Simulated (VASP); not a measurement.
# InSb3 (Pm-3m) in VASP: further runs

InSb3 is run at these levels: HSE06, PBEsol, r2SCAN, LDA; tasks: single point.

All numbers are computed with VASP 6.6.1; they aren't measurements. Logs are shortened: lines on timing, memory, paths and dates and some standing lists are left out, and cuts for length are marked.

## 1. The cell of the first run

Symmetry: Pm-3m, No. 221, cubic system. Conventional cell: a = 4.806 Å, b = 4.806 Å, c = 4.806 Å, α = 90.00°, β = 90.00°, γ = 90.00°. Sb (site symmetry 4/mmm) has 8 Sb at 3.40 Å and 4 In at 3.40 Å within 4.5 Å. In (site symmetry m-3m) has 12 Sb at 3.40 Å within 4.5 Å.

## 2. Single point, HSE06

The input, POSCAR:

```
InSb3
1.0
    4.8063670000      0.0000000000      0.0000000000
    0.0000000000      4.8063670000      0.0000000000
    0.0000000000      0.0000000000      4.8063670000
Sb In
3 1
Direct
    0.5000000000      0.5000000000      0.0000000000
    0.0000000000      0.5000000000      0.5000000000
    0.5000000000      0.0000000000      0.5000000000
    0.0000000000      0.0000000000      0.0000000000
```

The input, INCAR.step1:

```
SYSTEM = InSb3
  ALGO = Normal
  EDIFF = 1E-5
  ENCUT = 520
  GGA = PE
  ISIF = 2
  ISMEAR = 0
  LASPH = .TRUE.
  LREAL = .FALSE.
  LWAVE = .TRUE.
  NBANDS = 22
  NELM = 100
  PREC = Accurate
  SIGMA = 0.1
```

The input, INCAR.step2:

```
SYSTEM = InSb3
  ALGO = Normal
  EDIFF = 1E-6
  ENCUT = 520
  GGA = PE
  HFSCREEN = 0.2079
  ISIF = 2
  ISMEAR = 0
  ISTART = 1
  LASPH = .TRUE.
  LCHARG = .TRUE.
  LELF = .TRUE.
  LHFCALC = .TRUE.
  LREAL = .FALSE.
  LVHAR = .TRUE.
  LWAVE = .FALSE.
  NBANDS = 22
  NELM = 100
  PREC = Accurate
  PRECFOCK = Normal
  SIGMA = 0.1
```

The input, KPOINTS:

```
k-points
0
G
  3 3 3
  0 0 0
```

Potentials or basis: VASP PAW PBE potentials, release 64 (Sb, In_d).

Command:

```sh
$ cat potpaw_PBE.64/Sb/POTCAR potpaw_PBE.64/In_d/POTCAR > POTCAR
$ cp INCAR.step1 INCAR
$ mpirun -np 1 vasp_std > vasp.out
$ cp INCAR.step2 INCAR
$ mpirun -np 1 vasp_std > vasp.out
```

OUTCAR:

```text
SYSTEM = InSb3
   EDIFF = 1E-6
   ENCUT = 520
   GGA = PE
   HFSCREEN = 0.2079
   ISIF = 2
   ISMEAR = 0
   ISTART = 1
   LASPH = .TRUE.
   LHFCALC = .TRUE.
   LREAL = .FALSE.
   NELM = 100
   PREC = Accurate
   PRECFOCK = Normal

 ion  position               nearest neighbor table
   1  0.500  0.500  0.000-   2 3.40   3 3.40   4 3.40   2 3.40   3 3.40   3 3.40   4 3.40   3 3.40
                             2 3.40   4 3.40   2 3.40   4 3.40
   2  0.000  0.500  0.500-   1 3.40   3 3.40   4 3.40   1 3.40   4 3.40   3 3.40   4 3.40   4 3.40
                             1 3.40   3 3.40   1 3.40   3 3.40
   3  0.500  0.000  0.500-   1 3.40   2 3.40   4 3.40   1 3.40   4 3.40   1 3.40   2 3.40   1 3.40
                             2 3.40   4 3.40   4 3.40   2 3.40
   4  0.000  0.000  0.000-   1 3.40   2 3.40   3 3.40   2 3.40   3 3.40   1 3.40   2 3.40   2 3.40
                             1 3.40   3 3.40   3 3.40   1 3.40

  LATTYP: Found a simple cubic cell.
 ALAT       =     4.8063670000

  Lattice vectors:

 A1 = (   4.8063670000,   0.0000000000,   0.0000000000)
 A2 = (   0.0000000000,   4.8063670000,   0.0000000000)
 A3 = (   0.0000000000,   0.0000000000,   4.8063670000)

Analysis of symmetry for initial positions (statically):
=====================================================================
 Subroutine PRICEL returns:
 Original cell was already a primitive cell.

 Routine SETGRP: Setting up the symmetry group for a
 simple cubic supercell.

 Subroutine GETGRP returns: Found 48 space group operations
 (whereof 48 operations were pure point group operations)
 out of a pool of 48 trial point group operations.

The static configuration has the point symmetry O_h .

Analysis of symmetry for dynamics (positions and initial velocities):
=====================================================================
 Subroutine PRICEL returns:
 Original cell was already a primitive cell.

 Routine SETGRP: Setting up the symmetry group for a
 simple cubic supercell.

 Subroutine GETGRP returns: Found 48 space group operations
 (whereof 48 operations were pure point group operations)
 out of a pool of 48 trial point group operations.

The dynamic configuration has the point symmetry O_h .

 Subroutine INISYM returns: Found 48 space group operations
 (whereof 48 operations are pure point group operations),
 and found     1 'primitive' translations
[... 83 lines left out ...]
   NFREE  =      0    steps in history (QN), initial steepest desc. (CG)
   ISIF   =      2    stress and relaxation
   ISYM   =      3    0-nonsym 1-usesym 2-fastsym
   POTIM  = 0.5000    time-step for ionic-motion
   TEBEG  =    0.0;   TEEND  =   0.0 temperature during run
   PSTRESS=    0.0 pullay stress
   NELECT =      28.0000    total number of electrons
   NUPDOWN=      -1.0000    fix difference up-down
   EMIN   =  10.00;   EMAX   =-10.00  energy-range for DOS
   EFERMI =   0.00;   METHOD = LEGACY
   ISMEAR =     0;   SIGMA  =   0.10  broadening in eV -4-tet -1-fermi 0-gaus
   EFERMI_NEDOS =   21; number of points for ismear=-14 and -15
   IALGO  =     38    algorithm
   IMIX   =      1    mixing-type and parameters
     AMIX     =   0.40;   BMIX     =  1.00
     AMIX_MAG =   1.60;   BMIX_MAG =  1.00
  volume/ion in A,a.u.               =      27.76       187.32
  Fermi-wavevector in a.u.,A,eV,Ry     =   1.034294  1.954532 14.555018  1.069764
  Thomas-Fermi vector in A             =   2.168582
   LORBIT       =      0    0 simple, 1 ext, 2 COOP (PROOUT), +10 PAW based schemes
   GGA     = PE    functional components
   LHFCALC =     T    Hartree Fock is set to
   PRECFOCK=normal    Normal, Fast or Accurate (Low or Medium for compatibility)
   ENCUT4O =  -1.0   cutoff for four orbital integrals eV
   NKREDX  =     1    reduce k-point grid by
   NKREDY  =     1    reduce k-point grid by
   NKREDZ  =     1    reduce k-point grid by
   AEXX    =    0.2500 exact exchange contribution
   HFSCREEN=    0.2079 screening length (either q_TF or 0.3 A-1)
   HFSCREENC=   0.2079 screening length for correlation (either q_TF or 0.3 A-1)
   ENCUTFOCK=  -1.0 apply spherical cutoff to Coloumb kernel
   IVDW    =     0    specifies the selected vdW correction
   LEPSILON=     F    determine dielectric tensor
   LRPA    =     F    only Hartree local field effects (RPA)
 non-spin polarized calculation
 Gauss-broadening in eV      SIGMA  =   0.10
  energy-cutoff  :      520.00
  volume of cell :      111.03
 maximum number of plane-waves:      3007
 NGX is ok and might be reduce to    36
  NGX = 28; NGY = 28; NGZ = 28

 number of electron      28.0000010 magnetization

 Free energy of the ion-electron system (eV)
  ---------------------------------------------------
  ext. energy  EPLUGINS =         0.00000000
  ---------------------------------------------------
  free energy    TOTEN  =       -17.28480156 eV

  energy without entropy =      -17.26194788  energy(sigma->0) =      -17.27337472

 E-fermi :   7.5974     XC(G=0):  -8.3620

 val. band max:        6.9435410691   @ k =   0.3333   0.0000   0.0000
 cond. band min:       7.6278575188   @ k =   0.3333   0.3333   0.0000
 fundamental gap:      0.6843164497
 Fermi energy:         7.5974004994

 k-point     1 :       0.0000    0.0000    0.0000
  band No.  band energies     occupation
      1      -8.8550      2.00000
      2      -8.8550      2.00000
      3      -8.8432      2.00000
      4      -8.8432      2.00000
      5      -8.8432      2.00000
      6      -5.9009      2.00000
[... 89 lines left out ...]
     21      14.0940      0.00000
     22      15.0797      0.00000

------------------------ aborting loop because EDIFF is reached ----------------------------------------

  FORCE on cell =-STRESS in cart. coord.  units (eV):
  Direction    XX          YY          ZZ          XY          YZ          ZX
  --------------------------------------------------------------------------------------
  -------------------------------------------------------------------------------------
  Total       -2.0999173     -2.0999173     -2.0999173      0.0000000      0.0000000      0.0000000
  in kB      -30.3013512    -30.3013512    -30.3013512      0.0000000      0.0000000      0.0000000
  external PRESSURE =     -30.3013512 kB  Pullay stress =       0.0000000 kB

 VOLUME and BASIS-vectors are now :
 -----------------------------------------------------------------------------
  energy-cutoff  :      520.00
  volume of cell :      111.03
      direct lattice vectors                 reciprocal lattice vectors
     4.806367000  0.000000000  0.000000000     0.208057354  0.000000000  0.000000000
     0.000000000  4.806367000  0.000000000     0.000000000  0.208057354  0.000000000
     0.000000000  0.000000000  4.806367000     0.000000000  0.000000000  0.208057354

 POSITION                                       TOTAL-FORCE (eV/Angst)
 -----------------------------------------------------------------------------------
      2.40318      2.40318      0.00000         0.000000      0.000000      0.000000
      0.00000      2.40318      2.40318         0.000000      0.000000      0.000000
      2.40318      0.00000      2.40318         0.000000      0.000000      0.000000
      0.00000      0.00000      0.00000         0.000000      0.000000      0.000000
 -----------------------------------------------------------------------------------
    total drift:                               -0.000007     -0.000002      0.000003

  FREE ENERGIE OF THE ION-ELECTRON SYSTEM (eV)
  ---------------------------------------------------
  free  energy   TOTEN  =       -17.2848015587 eV

  energy  without entropy=      -17.2619478817  energy(sigma->0) =      -17.27337472
```

OUTCAR.step1:

```text
SYSTEM = InSb3
   EDIFF = 1E-5
   ENCUT = 520
   GGA = PE
   ISIF = 2
[... 311 lines left out ...]
      2.40318      2.40318      0.00000         0.000000      0.000000      0.000000
      0.00000      2.40318      2.40318         0.000000      0.000000      0.000000
      2.40318      0.00000      2.40318         0.000000      0.000000      0.000000
      0.00000      0.00000      0.00000         0.000000      0.000000      0.000000
 -----------------------------------------------------------------------------------
    total drift:                                0.000000     -0.000000     -0.000000

  FREE ENERGIE OF THE ION-ELECTRON SYSTEM (eV)
  ---------------------------------------------------
  free  energy   TOTEN  =       -14.4165695554 eV

  energy  without entropy=      -14.3937158783  energy(sigma->0) =      -14.40514272
```

OSZICAR.step1:

```text
N       E                     dE             d eps       ncg     rms          rms(c)
DAV:   1     0.191928067731E+03    0.19193E+03   -0.10885E+04   176   0.116E+03
DAV:   2     0.162165490410E+01   -0.19031E+03   -0.18259E+03   194   0.295E+02
DAV:   3    -0.138987399736E+02   -0.15520E+02   -0.14746E+02   242   0.825E+01
DAV:   4    -0.144352898182E+02   -0.53655E+00   -0.53562E+00   218   0.164E+01
DAV:   5    -0.144618964270E+02   -0.26607E-01   -0.26606E-01   248   0.374E+00    0.344E+00
DAV:   6    -0.144285603441E+02    0.33336E-01   -0.47786E-02   234   0.256E+00    0.191E+00
DAV:   7    -0.144167574739E+02    0.11803E-01   -0.32702E-02   230   0.158E+00    0.162E-01
DAV:   8    -0.144165494505E+02    0.20802E-03   -0.27010E-03   218   0.581E-01    0.479E-02
DAV:   9    -0.144165667653E+02   -0.17315E-04   -0.11215E-04   232   0.820E-02    0.318E-02
DAV:  10    -0.144165695554E+02   -0.27900E-05   -0.71396E-06   136   0.206E-02
   1 F= -.14416570E+02 E0= -.14405143E+02  d E =-.228537E-01
```

It took 16 min on 1 thread of Intel Xeon 8259CL, shared host; peak memory 0.33 GiB.

Results:

```
Free energy            : -17.2848 eV
Pressure               : -3.0 GPa
Band gap on the k mesh : zero (band 14 reaches 8.92 eV, above the bottom of band 15 at 6.94 eV)
```

Caveat: the k points lie up to 0.44 Å⁻¹ apart; the PAW data sets were made with another functional, which shifts forces and pressure a little; spin-orbit coupling is left out, which moves the levels of the heavy elements.

## 3. Single point, PBEsol (volume scaled by 1.02)

The input, INCAR:

```
SYSTEM = InSb3
PREC = Accurate
ENCUT = 520
EDIFF = 1E-6
ISMEAR = -1
SIGMA = 0.05
LREAL = .False.
LASPH = .True.
NELM = 60
ALGO = Normal
ISIF = 2
LWAVE = .False.
LCHARG = .True.
GGA = PS
LELF = .True.
LVHAR = .True.
NBANDS = 22
```

The input, KPOINTS:

```
regular mesh
0
Gamma
  6 6 6
  0 0 0
```

The input, POSCAR:

```
InSb3
1.0
    4.8381981727      0.0000000000      0.0000000000
    0.0000000000      4.8381981727      0.0000000000
    0.0000000000      0.0000000000      4.8381981727
Sb In
3 1
Direct
    0.5000000000      0.5000000000      0.0000000000
    0.0000000000      0.5000000000      0.5000000000
    0.5000000000      0.0000000000      0.5000000000
    0.0000000000      0.0000000000      0.0000000000
```

Potentials or basis: VASP PAW PBE potentials, release 64 (Sb, In_d).

Command:

```sh
$ cat potpaw_PBE.64/Sb/POTCAR potpaw_PBE.64/In_d/POTCAR > POTCAR
$ mpirun -np 1 vasp_std > vasp.out
```

Wall time 28 s (1 thread of AMD EPYC 7R13 (Zen 3), shared host); peak memory 0.19 GiB.

It converged, with:

```
Free energy            : -15.9758 eV
Pressure               : -3.6 GPa
Band gap on the k mesh : zero (band 14 reaches 10.86 eV, above the bottom of band 15 at 6.36 eV)
```

Levels at points of the mesh, in eV from the Fermi level:
```tsv
k point	band 12	band 13	band 14	band 15	band 16	band 17
(0.00, 0.00, 0.00)	-3.63	0.41	0.41	0.41	1.69	1.69
(0.50, 0.00, 0.00)	-2.06	-2.06	-1.10	-0.83	1.88	2.10
(0.50, 0.50, 0.00)	-1.65	-1.32	-1.10	-1.10	-0.52	1.04
(0.50, 0.50, 0.50)	-4.89	-4.79	3.40	3.40	3.45	3.45
```

Caveat: the PAW data sets were made with another functional, which shifts forces and pressure a little; spin-orbit coupling is left out, which moves the levels of the heavy elements.

[end of part 1 of 2]
